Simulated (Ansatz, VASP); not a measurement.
## Y in VASP and in Ansatz

```
Y
1.0
     3.64740    0.00000    0.00000
    -1.82370    3.15874    0.00000
     0.00000    0.00000    5.73060
Y
2
Direct
  0.33333 0.66667 0.25000
  0.66667 0.33333 0.75000
```

Alike in both runs: task relaxation of cell and atoms; functional RPBE; k mesh 10 × 10 × 6; occupations fermi-dirac, width 0.1 eV; no spin polarisation.

```csv
,VASP,Ansatz
version,VASP 6.6.1,Ansatz 0.2.0
potentials or method,"VASP PAW PBE potentials, release 64 (Y_sv), cutoff 600 eV","plane waves (420 eV) with PAW, scalar-relativistic"
valence electrons in the cell,22,22
```

```csv
,VASP,Ansatz,Ansatz less VASP
relaxed volume (Å³/atom),34.11,34.21,+0.102
relaxed cell length with the largest relative difference (Å),3.693,3.698,+0.0048
```

VASP's potentials were made for PBE, not for RPBE.
